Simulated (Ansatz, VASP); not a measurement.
# SnGe2P2 in VASP and in Ansatz

```
CELL_PARAMETERS angstrom
3.24194 0.00000 0.00000
0.00000 3.24194 0.00000
0.00000 0.00000 11.12799
ATOMIC_POSITIONS crystal
Sn 0.50000 0.50000 0.00000
Ge 0.00000 0.00000 0.36268
Ge 0.00000 0.00000 0.63732
P 0.00000 0.00000 0.85127
P 0.00000 0.00000 0.14873
```

Alike in both runs: functional PBE; k mesh 12 × 12 × 4; occupations gaussian, width 0.1 eV; no spin polarisation.

Ansatz relaxed the structure, and its values are those at the end. VASP's run is a single point on that final structure, the one shown.

```csv
,VASP,Ansatz
version,VASP 6.6.1,Ansatz 0.2.0
potentials or method,"VASP PAW PBE potentials, release 64 (Sn_d, Ge_d, P), cutoff 520 eV","scalar-relativistic, plane waves, PAW"
valence electrons in the cell,52,52
```

```tsv
	VASP	Ansatz	Ansatz less VASP
gap on the k mesh at the Fermi level (eV)	none	none	-
pressure (GPa)	0.0	0.0	+0.06
```

A gap of «none» marks a metal or a gap that the smearing closes.
